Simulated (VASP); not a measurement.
# SiC (P6_3mc) in VASP: further runs, part 2 of 2

VASP 6.6.1. Earlier steps stand in the parts before.

### 3 Single point, PBE

This run uses another cell than the first one, of 11.87 Å³/atom, 1.006 times its volume.

The input, INCAR:

```
SYSTEM = SiC
PREC = Accurate
ENCUT = 520
EDIFF = 1E-7
ISMEAR = 0
SIGMA = 0.05
LREAL = .False.
LASPH = .True.
NELM = 80
ALGO = Normal
ISIF = 2
LWAVE = .False.
LCHARG = .False.
GGA = PE
NBANDS = 26
```

The input, KPOINTS:

```
Automatic mesh
0
Gamma
  12 12 4
  0 0 0
```

The input, POSCAR:

```
SiC
1.0
    3.1663000000      0.0000000000      0.0000000000
   -1.5831500000      2.7420962360      0.0000000000
    0.0000000000      0.0000000000     10.9395000000
Si C
4 4
Direct
    0.6666666667      0.3333333333      0.9378436843
    0.3333333333      0.6666666667      0.4378436843
    0.0000000000      0.0000000000      0.6878989045
    0.0000000000      0.0000000000      0.1878989045
    0.6666666667      0.3333333333      0.7498087506
    0.3333333333      0.6666666667      0.2498087506
    0.0000000000      0.0000000000      0.5004476606
    0.0000000000      0.0000000000      0.0004476606
```

Potentials or basis: VASP PAW PBE potentials, release 64 (Si, C).

Started as:

```console
> cat potpaw_PBE.64/Si/POTCAR potpaw_PBE.64/C/POTCAR > POTCAR
> mpirun -np 1 vasp_std > vasp.out
```

OUTCAR:

```text
SYSTEM = SiC
   PREC = Accurate
   ENCUT = 520
   EDIFF = 1E-7
   ISMEAR = 0
   LREAL = .False.
   LASPH = .True.
   NELM = 80
   ISIF = 2
   GGA = PE

 ion  position               nearest neighbor table
   1  0.667  0.333  0.938-   8 1.95   8 1.95   8 1.95   5 2.06
   2  0.333  0.667  0.438-   7 1.95   7 1.95   7 1.95   6 2.06
   3  0.000  0.000  0.688-   5 1.95   5 1.95   5 1.95   7 2.05
   4  0.000  0.000  0.188-   6 1.95   6 1.95   6 1.95   8 2.05
   5  0.667  0.333  0.750-   3 1.95   3 1.95   3 1.95   1 2.06
   6  0.333  0.667  0.250-   4 1.95   4 1.95   4 1.95   2 2.06
   7  0.000  0.000  0.500-   2 1.95   2 1.95   2 1.95   3 2.05
[... 912 lines left out ...]
  Total       -7.8753139     -7.8753139    -19.4617206      0.0000000      0.0000000      0.0000000
  in kB     -132.8453102   -132.8453102   -328.2914640      0.0000000      0.0000000      0.0000000
  external PRESSURE =    -197.9940282 kB  Pullay stress =       0.0000000 kB

 VOLUME and BASIS-vectors are now :
 -----------------------------------------------------------------------------
  energy-cutoff  :      520.00
  volume of cell :       94.98
      direct lattice vectors                 reciprocal lattice vectors
     3.166300000  0.000000000  0.000000000     0.315826043  0.182342251  0.000000000
    -1.583150000  2.742096236  0.000000000     0.000000000  0.364684502  0.000000000
     0.000000000  0.000000000 10.939500000     0.000000000  0.000000000  0.091411856

 POSITION                                       TOTAL-FORCE (eV/Angst)
 -----------------------------------------------------------------------------------
      1.58315      0.91403     10.25954        -0.000000      0.000000      0.029371
     -0.00000      1.82806      4.78979        -0.000000     -0.000000      0.029371
      0.00000      0.00000      7.52527        -0.000000     -0.000000     -0.052734
      0.00000      0.00000      2.05552        -0.000000     -0.000000     -0.052734
      1.58315      0.91403      8.20253         0.000000     -0.000000      0.023433
     -0.00000      1.82806      2.73278         0.000000     -0.000000      0.023433
      0.00000      0.00000      5.47465        -0.000000     -0.000000     -0.000070
      0.00000      0.00000      0.00490         0.000000     -0.000000     -0.000070
 -----------------------------------------------------------------------------------
    total drift:                               -0.000000     -0.000000      0.000077

  FREE ENERGIE OF THE ION-ELECTRON SYSTEM (eV)
  ---------------------------------------------------
  free  energy   TOTEN  =       -59.2617589191 eV

  energy  without entropy=      -59.2617589191  energy(sigma->0) =      -59.26175892
```

OSZICAR:

```text
N       E                     dE             d eps       ncg     rms          rms(c)
DAV:   1     0.693747680620E+02    0.69375E+02   -0.13985E+04  2964   0.109E+03
DAV:   2    -0.578682027545E+02   -0.12724E+03   -0.11802E+03  3932   0.181E+02
DAV:   3    -0.652503262442E+02   -0.73821E+01   -0.73163E+01  4052   0.410E+01
DAV:   4    -0.653662836624E+02   -0.11596E+00   -0.11576E+00  3848   0.593E+00
DAV:   5    -0.653686005894E+02   -0.23169E-02   -0.23157E-02  3942   0.809E-01    0.151E+01
DAV:   6    -0.593142389535E+02    0.60544E+01   -0.17842E+01  3750   0.179E+01    0.659E+00
DAV:   7    -0.592913753047E+02    0.22864E-01   -0.16033E+00  4040   0.567E+00    0.308E+00
DAV:   8    -0.592630855451E+02    0.28290E-01   -0.83020E-02  3580   0.148E+00    0.988E-01
DAV:   9    -0.592610724312E+02    0.20131E-02   -0.14623E-02  3832   0.669E-01    0.178E-01
DAV:  10    -0.592616571650E+02   -0.58473E-03   -0.21493E-03  3752   0.216E-01    0.862E-02
DAV:  11    -0.592617565057E+02   -0.99341E-04   -0.32887E-04  3584   0.999E-02    0.197E-02
DAV:  12    -0.592617571638E+02   -0.65812E-06   -0.15006E-05  3892   0.215E-02    0.828E-03
DAV:  13    -0.592617585286E+02   -0.13648E-05   -0.26905E-06  3664   0.886E-03    0.190E-03
DAV:  14    -0.592617587621E+02   -0.23354E-06   -0.31893E-07  3302   0.275E-03    0.690E-04
DAV:  15    -0.592617588913E+02   -0.12921E-06   -0.56404E-08  2426   0.141E-03    0.439E-04
DAV:  16    -0.592617589191E+02   -0.27774E-07   -0.76452E-09  1910   0.506E-04
   1 F= -.59261759E+02 E0= -.59261759E+02  d E =-.123795E-15
```

Wall time 56 s (1 thread of Intel Xeon 6975P-C (Granite Rapids), shared host); peak memory 0.27 GiB.

Results:

| Quantity | Value |
| --- | --- |
| Free energy | -59.2618 eV |
| Pressure | -19.8 GPa |
| Largest force | 0.053 eV/Å |
| Band gap on the k mesh | 1.94 eV, indirect (least direct gap 3.15 eV) |

Forces on the atoms (eV/Å):
```
Si   0.000  0.000  0.029
Si   0.000  0.000  0.029
Si   0.000  0.000 -0.053
Si   0.000  0.000 -0.053
C    0.000  0.000  0.023
C    0.000  0.000  0.023
C    0.000  0.000  0.000
C    0.000  0.000  0.000
```

A k mesh can miss the band edges. As with any semilocal functional, this PBE gap is likely too small.

### 4 Single point, PBE

This run uses another cell than the first one, of 12.02 Å³/atom, 1.018 times its volume.

The input, INCAR:

```
  PREC = Accurate
  ENCUT = 520
  EDIFF = 1E-6
  ISMEAR = 0
  SIGMA = 0.05
  LREAL = False
  LASPH = True
  NELM = 60
  ALGO = Normal
  ISIF = 2
  LWAVE = False
  LCHARG = True
  GGA = PE
  LELF = True
  LVHAR = True
  NBANDS = 26
```

The input, KPOINTS:

```
regular mesh
0
Gamma
  12 12 4
```

Edit POSCAR of step 3 so:

```diff
@@ -2,5 +2,5 @@
 1.0
-    3.1663000000      0.0000000000      0.0000000000
-   -1.5831500000      2.7420962360      0.0000000000
-    0.0000000000      0.0000000000     10.9395000000
+    3.3106000000      0.0000000000      0.0000000000
+   -1.6553000000      2.8670637018      0.0000000000
+    0.0000000000      0.0000000000     10.1291708101
 Si C
```

Potentials or basis: VASP PAW PBE potentials, release 64 (Si, C).

Started as:

```console
> cat potpaw_PBE.64/Si/POTCAR potpaw_PBE.64/C/POTCAR > POTCAR
> mpirun -np 1 vasp_std > vasp.out
```

OUTCAR:

```text
PREC = Accurate
   ENCUT = 520
   EDIFF = 1E-6
   ISMEAR = 0
   LREAL = False
   LASPH = True
   NELM = 60
   ISIF = 2
   GGA = PE

 ion  position               nearest neighbor table
   1  0.667  0.333  0.938-   5 1.90   8 2.01   8 2.01   8 2.01
   2  0.333  0.667  0.438-   6 1.90   7 2.01   7 2.01   7 2.01
   3  0.000  0.000  0.688-   7 1.90   5 2.01   5 2.01   5 2.01
   4  0.000  0.000  0.188-   8 1.90   6 2.01   6 2.01   6 2.01
   5  0.667  0.333  0.750-   1 1.90   3 2.01   3 2.01   3 2.01
   6  0.333  0.667  0.250-   2 1.90   4 2.01   4 2.01   4 2.01
   7  0.000  0.000  0.500-   3 1.90   2 2.01   2 2.01   2 2.01
   8  0.000  0.000  0.000-   4 1.90   1 2.01   1 2.01   1 2.01

  LATTYP: Found a hexagonal cell.
 ALAT       =     3.3106000000
 C/A-ratio  =     3.0596178367

  Lattice vectors:

 A1 = (   3.3106000000,   0.0000000000,   0.0000000000)
 A2 = (  -1.6553000000,   2.8670637018,   0.0000000000)
 A3 = (   0.0000000000,   0.0000000000,  10.1291708101)

Analysis of symmetry for initial positions (statically):
=====================================================================
 Subroutine PRICEL returns:
 Original cell was already a primitive cell.

 Routine SETGRP: Setting up the symmetry group for a
 hexagonal supercell.

 Subroutine GETGRP returns: Found 12 space group operations
 (whereof  6 operations were pure point group operations)
 out of a pool of 24 trial point group operations.

The static configuration has the point symmetry C_3v.
 The point group associated with its full space group is C_6v.

Analysis of symmetry for dynamics (positions and initial velocities):
=====================================================================
 Subroutine PRICEL returns:
 Original cell was already a primitive cell.

 Routine SETGRP: Setting up the symmetry group for a
 hexagonal supercell.

 Subroutine GETGRP returns: Found 12 space group operations
 (whereof  6 operations were pure point group operations)
 out of a pool of 24 trial point group operations.

The dynamic configuration has the point symmetry C_3v.
 The point group associated with its full space group is C_6v.

 Subroutine INISYM returns: Found 12 space group operations
 (whereof  6 operations are pure point group operations),
 and found     1 'primitive' translations

----------------------------------------------------------------------------------------

                                     Primitive cell

  volume of cell :      96.1431

  direct lattice vectors                    reciprocal lattice vectors
     3.310600000  0.000000000  0.000000000     0.302060050  0.174394451  0.000000000
    -1.655300000  2.867063702  0.000000000     0.000000000  0.348788902  0.000000000
     0.000000000  0.000000000 10.129170810     0.000000000  0.000000000  0.098724764

  length of vectors
     3.310600000  3.310600000 10.129170810     0.348788902  0.348788902  0.098724764

  position of ions in fractional coordinates (direct lattice)
     0.666666667  0.333333333  0.937843684
     0.333333333  0.666666667  0.437843684
     0.000000000  0.000000000  0.687898905
     0.000000000  0.000000000  0.187898905
[... 47 lines left out ...]
  0.250000  0.000000  0.000000      6.000000
  0.333333  0.000000  0.000000      6.000000
  0.416667  0.000000  0.000000      6.000000
[... 16 lines left out ...]
  0.250000  0.000000  0.250000     12.000000
  0.333333  0.000000  0.250000     12.000000
 [... further k-points ...]
   k-points           NKPTS =     57   k-points in BZ     NKDIM =     57   number of bands    NBANDS=     26
   number of dos      NEDOS =    301   number of ions     NIONS =      8
   total plane-waves  NPLWV =  62720
   dimension x,y,z NGX =    28 NGY =   28 NGZ =   80
   dimension x,y,z NGXF=    56 NGYF=   56 NGZF=  160
   ions per type =               4   4
   NGX,Y,Z   is equivalent  to a cutoff of  14.06, 14.06, 13.13 a.u.
   NGXF,Y,Z  is equivalent  to a cutoff of  28.12, 28.12, 26.26 a.u.
 SYSTEM =  unknown system
   PREC   = accura    normal or accurate (medium, high low for compatibility)
   ISTART =      0    job   : 0-new  1-cont  2-samecut
   ICHARG =      2    charge: 1-file 2-atom 10-const
   ISPIN  =      1    spin polarized calculation?
   LNONCOLLINEAR =      F non collinear calculations
   LSORBIT =      F    spin-orbit coupling
   LASPH  =      T    aspherical Exc in radial PAW
   ENCUT  =  520.0 eV  38.22 Ry    6.18 a.u.   6.16  6.16 18.83*2*pi/ulx,y,z
   NELM   =     60;   NELMIN=  2; NELMDL= -5     # of ELM steps
   EDIFF  = 0.1E-05   stopping-criterion for ELM
   LREAL  =      F    real-space projection
   EDIFFG = 0.1E-04   stopping-criterion for IOM
   NSW    =      0    number of steps for IOM
   IBRION =     -1    ionic relax: 0-MD 1-quasi-New 2-CG
   NFREE  =      0    steps in history (QN), initial steepest desc. (CG)
   ISIF   =      2    stress and relaxation
   ISYM   =      2    0-nonsym 1-usesym 2-fastsym
   POTIM  = 0.5000    time-step for ionic-motion
   TEBEG  =    0.0;   TEEND  =   0.0 temperature during run
   PSTRESS=    0.0 pullay stress
   NELECT =      32.0000    total number of electrons
   NUPDOWN=      -1.0000    fix difference up-down
   EMIN   =  10.00;   EMAX   =-10.00  energy-range for DOS
   EFERMI =   0.00;   METHOD = LEGACY
   ISMEAR =     0;   SIGMA  =   0.05  broadening in eV -4-tet -1-fermi 0-gaus
   EFERMI_NEDOS =   21; number of points for ismear=-14 and -15
   IALGO  =     38    algorithm
   IMIX   =      4    mixing-type and parameters
     AMIX     =   0.40;   BMIX     =  1.00
     AMIX_MAG =   1.60;   BMIX_MAG =  1.00
  volume/ion in A,a.u.               =      12.02        81.10
  Fermi-wavevector in a.u.,A,eV,Ry     =   1.134537  2.143965 17.513083  1.287175
  Thomas-Fermi vector in A             =   2.271242
   LORBIT       =      0    0 simple, 1 ext, 2 COOP (PROOUT), +10 PAW based schemes
   GGA     = PE    functional components
   LHFCALC =     F    Hartree Fock is set to
   AEXX    =    0.0000 exact exchange contribution
   IVDW    =     0    specifies the selected vdW correction
   LEPSILON=     F    determine dielectric tensor
   LRPA    =     F    only Hartree local field effects (RPA)
 non-spin polarized calculation
 Gauss-broadening in eV      SIGMA  =   0.05
  energy-cutoff  :      520.00
  volume of cell :       96.14
 maximum number of plane-waves:      2634
 NGX is ok and might be reduce to    28
   NGX = 13   NGY = 13   NGZ = 37

 number of electron      32.0000001 magnetization

 Free energy of the ion-electron system (eV)
  ---------------------------------------------------
  ext. energy  EPLUGINS =         0.00000000
  ---------------------------------------------------
  free energy    TOTEN  =       -58.95857487 eV

  energy without entropy =      -58.95857487  energy(sigma->0) =      -58.95857487

 E-fermi :   6.9117     XC(G=0): -10.7056

 val. band max:        6.6362595183   @ k =   0.0000   0.0000   0.0000
 cond. band min:       8.4840379102   @ k =   0.5000   0.0000   0.0000
 fundamental gap:      1.8477783919
 Fermi energy:         6.9116770823

 k-point     1 :       0.0000    0.0000    0.0000
  band No.  band energies     occupation
      1      -7.7886      2.00000
      2      -6.6372      2.00000
      3      -6.5831      2.00000
      4      -4.2530      2.00000
      5      -1.1848      2.00000
      6       2.8250      2.00000
[... 685 lines left out ...]
     25      14.3359      0.00000
     26      14.7028      0.00000

 [... further k-points ...]

------------------------ aborting loop because EDIFF is reached ----------------------------------------

  FORCE on cell =-STRESS in cart. coord.  units (eV):
  Direction    XX          YY          ZZ          XY          YZ          ZX
  --------------------------------------------------------------------------------------
  -------------------------------------------------------------------------------------
  Total      -17.8998791    -17.8998791     -1.9671739      0.0000000      0.0000000      0.0000000
  in kB     -298.2927735   -298.2927735    -32.7819956      0.0000000      0.0000000      0.0000000
  external PRESSURE =    -209.7891809 kB  Pullay stress =       0.0000000 kB

 VOLUME and BASIS-vectors are now :
 -----------------------------------------------------------------------------
  energy-cutoff  :      520.00
  volume of cell :       96.14
      direct lattice vectors                 reciprocal lattice vectors
     3.310600000  0.000000000  0.000000000     0.302060050  0.174394451  0.000000000
    -1.655300000  2.867063702  0.000000000     0.000000000  0.348788902  0.000000000
     0.000000000  0.000000000 10.129170810     0.000000000  0.000000000  0.098724764

 POSITION                                       TOTAL-FORCE (eV/Angst)
 -----------------------------------------------------------------------------------
      1.65530      0.95569      9.49958        -0.000000     -0.000000      0.326988
     -0.00000      1.91138      4.43499         0.000000      0.000000      0.326988
      0.00000      0.00000      6.96785        -0.000000     -0.000000      0.339813
      0.00000      0.00000      1.90326         0.000000      0.000000      0.339813
      1.65530      0.95569      7.59494         0.000000     -0.000000     -0.377017
     -0.00000      1.91138      2.53036         0.000000      0.000000     -0.377017
      0.00000      0.00000      5.06912         0.000000      0.000000     -0.289784
      0.00000      0.00000      0.00453         0.000000      0.000000     -0.289784
 -----------------------------------------------------------------------------------
    total drift:                               -0.000000     -0.000000     -0.000435

  FREE ENERGIE OF THE ION-ELECTRON SYSTEM (eV)
  ---------------------------------------------------
  free  energy   TOTEN  =       -58.9585748708 eV

  energy  without entropy=      -58.9585748708  energy(sigma->0) =      -58.95857487
```

Wall time 71 s (1 thread of Intel Xeon 6975P-C (Granite Rapids), shared host); peak memory 0.28 GiB.

What came out:

* Free energy: -58.9586 eV
* Pressure: -21.0 GPa
* Largest force: 0.377 eV/Å
* Band gap on the k mesh: 1.85 eV, indirect (least direct gap 2.85 eV)

Forces in eV/Å, atoms in the order of the input:
```
Si   0.000  0.000  0.327
Si   0.000  0.000  0.327
Si   0.000  0.000  0.340
Si   0.000  0.000  0.340
C    0.000  0.000 -0.377
C    0.000  0.000 -0.377
C    0.000  0.000 -0.290
C    0.000  0.000 -0.290
```

Stress tensor (GPa, compression positive):
```
-29.83   0.00   0.00
  0.00 -29.83   0.00
  0.00   0.00  -3.28
```

A k mesh can miss the band edges.

### 5 The runs side by side

| cell | gap on the mesh (eV) | pressure (GPa) | largest force (eV/Å) |
| --- | --- | --- | --- |
| a = 3.239, b = 3.239, c = 10.399 Å, angles 90.0, 90.0, 120.0°, 8 atoms | 2.16 | -19.7 | 0.09 |
| a = 3.166, b = 3.166, c = 10.940 Å, angles 90.0, 90.0, 120.0°, 8 atoms | 1.94 | -19.8 | 0.05 |
| a = 3.311, b = 3.311, c = 10.129 Å, angles 90.0, 90.0, 120.0°, 8 atoms | 1.85 | -21.0 | 0.38 |

Alike in all rows: task single point; level PBE; potentials or basis VASP PAW PBE potentials, release 64 (Si, C); no spin polarisation; k mesh 12 × 12 × 4; cutoff (eV) 520; smearing gaussian 0.05 eV.

Absolute energies hang on the potentials; compare differences alone.
